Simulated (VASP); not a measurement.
# TiSe in VASP: further runs, part 2 of 2

VASP 6.6.1. Earlier steps stand in the parts before.

## 3. Single point, PBE, collinear spin

The input, INCAR:

```
SYSTEM = TiSe
PREC     = Accurate       ! precision mode
ENCUT    = 520            ! plane-wave cutoff, eV
EDIFF    = 1E-6           ! SCF threshold, eV
ISMEAR   = 0              ! smearing method
SIGMA    = 0.1            ! smearing width, eV
LREAL    = .False.        ! projectors in reciprocal space
LASPH    = .True.         ! aspherical terms in the spheres
NELM     = 150            ! most SCF steps
ALGO     = Normal         ! electronic algorithm
ISIF     = 2              ! what is computed and relaxed
LWAVE    = .False.        ! write WAVECAR
LCHARG   = .False.        ! write CHGCAR
ISPIN    = 2              ! spin polarisation
MAGMOM   = 1.46 0         ! initial moments
LORBIT   = 11             ! projections on sites
LMAXMIX  = 4              ! l up to which the mixer works
LDIPOL   = .True.       
IDIPOL   = 3            
DIPOL    = 0.5 0.5 0.294
GGA      = PE             ! functional
NBANDS   = 20             ! bands
```

The input, KPOINTS:

```
regular mesh
0
Gamma
  6 6 1
  0 0 0
```

The input, POSCAR:

```
TiSe
1.0
    3.6055376149      0.0000000000      0.0000000000
    0.0000000000      3.6006221104      0.0000000000
    0.0000000000      0.0000000000     23.8000000000
Ti Se
1 1
Direct
    0.5000000000      0.0000000000      0.2941176471
    0.0000000000      0.5000000000      0.2941176471
```

Potentials or basis: VASP PAW PBE potentials, release 64 (Ti_sv, Se).

Launch:

```sh
$ cat potpaw_PBE.64/Ti_sv/POTCAR potpaw_PBE.64/Se/POTCAR > POTCAR
$ mpirun -np 1 vasp_std > vasp.out
```

OUTCAR:

```text
SYSTEM = TiSe
   PREC = Accurate
   ENCUT = 520
   EDIFF = 1E-6
   ISMEAR = 0
   LREAL = .False.
   LASPH = .True.
   NELM = 150
   ISIF = 2
   ISPIN = 2
   LORBIT = 11
   GGA = PE

 ion  position               nearest neighbor table
   1  0.500  0.000  0.294-   2 2.55   2 2.55   2 2.55   2 2.55
   2  0.000  0.500  0.294-   1 2.55   1 2.55   1 2.55   1 2.55

  LATTYP: Found a simple orthorhombic cell.
 ALAT       =     3.6006221104
 B/A-ratio  =     1.0013651820
 C/A-ratio  =     6.6099688527

  Lattice vectors:

 A1 = (   0.0000000000,  -3.6006221104,   0.0000000000)
 A2 = (   3.6055376149,   0.0000000000,   0.0000000000)
 A3 = (   0.0000000000,   0.0000000000,  23.8000000000)

Analysis of symmetry for initial positions (statically):
=====================================================================
 Subroutine PRICEL returns:
 Original cell was already a primitive cell.

 Routine SETGRP: Setting up the symmetry group for a
 simple orthorhombic supercell.

 Subroutine GETGRP returns: Found  8 space group operations
 (whereof  4 operations were pure point group operations)
 out of a pool of  8 trial point group operations.

The static configuration has the point symmetry C_2v.
 The point group associated with its full space group is D_2h.

Analysis of symmetry for dynamics (positions and initial velocities):
=====================================================================
 Subroutine PRICEL returns:
 Original cell was already a primitive cell.

 Routine SETGRP: Setting up the symmetry group for a
 simple orthorhombic supercell.

 Subroutine GETGRP returns: Found  8 space group operations
 (whereof  4 operations were pure point group operations)
 out of a pool of  8 trial point group operations.

The dynamic configuration has the point symmetry C_2v.
 The point group associated with its full space group is D_2h.

Analysis of structural, dynamic, and magnetic symmetry:
=====================================================================
 Subroutine PRICEL returns:
[... 153 lines left out ...]

 E-fermi :  -2.3640     XC(G=0):  -1.9488

 val. band max:       -2.4162764031   @ k =   0.1667   0.3333   0.0000
 cond. band min:      -2.3586285078   @ k =   0.3333   0.0000   0.0000
 fundamental gap:      0.0576478953
 Fermi energy:        -2.3639987920

 spin component 1

 k-point     1 :       0.0000    0.0000    0.0000
  band No.  band energies     occupation
      1     -60.3415      1.00000
      2     -36.6522      1.00000
      3     -36.6519      1.00000
      4     -36.6214      1.00000
      5     -16.8539      1.00000
      6      -6.2881      1.00000
[... 344 lines left out ...]
      6      -7.2595      1.00000
[... 12 lines left out ...]
     19       5.4593      0.00000
     20       5.4635      0.00000
 Fermi energy:        -2.3639987920

 spin component 2

 k-point     1 :       0.0000    0.0000    0.0000
  band No.  band energies     occupation
      1     -59.0893      1.00000
      2     -35.6196      1.00000
      3     -35.6194      1.00000
      4     -34.9106      1.00000
      5     -16.8468      1.00000
      6      -6.1724      1.00000
[... 357 lines left out ...]
     19       5.7852      0.00000
     20       5.7879      0.00000

------------------------ aborting loop because EDIFF is reached ----------------------------------------

 vacuum level on the upper side and lower side of the slab       (xc-potential included)        -0.177        -0.174

  FORCE on cell =-STRESS in cart. coord.  units (eV):
  Direction    XX          YY          ZZ          XY          YZ          ZX
  --------------------------------------------------------------------------------------
  -------------------------------------------------------------------------------------
  Total        0.1514776      0.1675859     -0.0072696      0.0000000      0.0000000      0.0000000
  in kB        0.7854788      0.8690075     -0.0376960      0.0000000      0.0000000      0.0000000
  external PRESSURE =       0.5389301 kB  Pullay stress =       0.0000000 kB

 VOLUME and BASIS-vectors are now :
 -----------------------------------------------------------------------------
  energy-cutoff  :      520.00
  volume of cell :      308.98
      direct lattice vectors                 reciprocal lattice vectors
     3.605537615  0.000000000  0.000000000     0.277351149  0.000000000  0.000000000
     0.000000000  3.600622110  0.000000000     0.000000000  0.277729784  0.000000000
     0.000000000  0.000000000 23.800000000     0.000000000  0.000000000  0.042016807

 POSITION                                       TOTAL-FORCE (eV/Angst)
 -----------------------------------------------------------------------------------
      1.80277      0.00000      7.00000         0.000000      0.000000      0.000000
      0.00000      1.80031      7.00000         0.000000      0.000000     -0.000000
 -----------------------------------------------------------------------------------
    total drift:                                0.000000     -0.000000     -0.000044

  FREE ENERGIE OF THE ION-ELECTRON SYSTEM (eV)
  ---------------------------------------------------
  free  energy   TOTEN  =       -11.9987955369 eV

  energy  without entropy=      -11.9832757178  energy(sigma->0) =      -11.99103563

 vacuum level on the upper side and lower side of the slab         1.313         1.311

 total charge

# of ion       s       p       d       tot
------------------------------------------
    1        2.142   6.062   1.999  10.203
    2        1.435   2.484   0.036   3.955
--------------------------------------------------
tot          3.577   8.545   2.036  14.158

 magnetization (x)

# of ion       s       p       d       tot
------------------------------------------
    1        0.030   0.007   1.268   1.305
    2       -0.004  -0.062   0.015  -0.052
--------------------------------------------------
tot          0.025  -0.055   1.283   1.253
```

stdout:

```text
POSCAR found type information on POSCAR TiSe
 POSCAR found :  2 types and       2 ions
 scaLAPACK will be used
 LDA part: xc-table for (Slater+PW92), standard interpolation
 POSCAR, INCAR and KPOINTS ok, starting setup
 FFT: planning ... GRIDC
 FFT: planning ... GRID_SOFT
 FFT: planning ... GRID
 WAVECAR not read
 entering main loop
```

Run time: 9.2 min. Hardware: 1 thread of Intel Xeon 8259CL, shared host; peak memory 0.55 GiB.

What came out:

* Free energy: -11.9988 eV
* Net moment: 1.72 μB per cell
* Site moments: Ti +1.30; Se -0.05 μB
* Valence electrons inside the program's atomic spheres: Ti 10.20; Se 3.96

## 4. Single point, PBE, collinear spin

The input, INCAR:

```
  PREC = Accurate
  ENCUT = 520
  EDIFF = 1E-7
  ISMEAR = 0
  SIGMA = 0.1
  LREAL = F
  LASPH = T
  NELM = 150
  ALGO = Normal
  ISIF = 2
  LWAVE = F
  LCHARG = F
  ISPIN = 2
  MAGMOM = 1.34 0
  LORBIT = 11
  LMAXMIX = 4
  LDIPOL = T
  IDIPOL = 3
  DIPOL = 0.5 0.5 0.294
  GGA = PE
  NBANDS = 20
```

The input, KPOINTS:

```
Automatic mesh
0
Gamma
  16 16 1
```

POSCAR is that of step 3.

Launch:

```sh
$ cat potpaw_PBE.64/Ti_sv/POTCAR potpaw_PBE.64/Se/POTCAR > POTCAR
$ mpirun -np 1 vasp_std > vasp.out
```

Run time: 50 min. Hardware: 1 thread of Oxide Virtual Turin-like, shared host; peak memory 0.99 GiB.

The run converged. Its results:

```
Free energy                                           : -12.0094 eV
Net moment                                            : 1.77 μB per cell
Site moments                                          : Ti +1.33; Se -0.05 μB
Valence electrons inside the program's atomic spheres : Ti 10.20; Se 3.96
```

Levels at points of the mesh, in eV from the Fermi level:
Spin up:
| k point | band 8 | band 9 | band 10 | band 11 | band 12 | band 13 |
| --- | --- | --- | --- | --- | --- | --- |
| (0.00, 0.00, 0.00) | -2.30 | -1.92 | -0.83 | -0.36 | 0.26 | 0.26 |
| (0.50, 0.00, 0.00) | -3.75 | -0.36 | 0.43 | 0.60 | 1.51 | 2.09 |
| (0.00, 0.50, 0.00) | -3.74 | -0.36 | 0.43 | 0.62 | 1.50 | 2.10 |
| (0.50, 0.50, 0.00) | -2.25 | -0.68 | -0.68 | -0.15 | 0.79 | 1.34 |
Spin down:
```
           k point  band 6  band 7  band 8  band 9  band 10  band 11
(0.00, 0.00, 0.00)   -3.79   -2.28   -2.27   -1.17     0.43     0.79
(0.50, 0.00, 0.00)   -6.25   -3.97   -3.55    1.58     1.61     1.71
(0.00, 0.50, 0.00)   -6.25   -3.99   -3.54    1.59     1.60     1.72
(0.50, 0.50, 0.00)   -4.78   -4.78   -2.31    0.31     0.32     1.88
```

## 5. The runs side by side

| k mesh | gap on the mesh (eV) | moment (μB) |
| --- | --- | --- |
| 4 × 4 × 1 | none | 1.87 |
| 6 × 6 × 1 | none | 1.72 |
| 16 × 16 × 1 | none | 1.77 |

Alike in all rows: task single point; level PBE; potentials or basis VASP PAW PBE potentials, release 64 (Ti_sv, Se); spin collinear; cell as given; cutoff (eV) 520; smearing gaussian 0.1 eV.

Caveats: some runs use coarse meshes.

Total energies depend on the potentials used, so only differences within one code and one set of settings carry meaning.
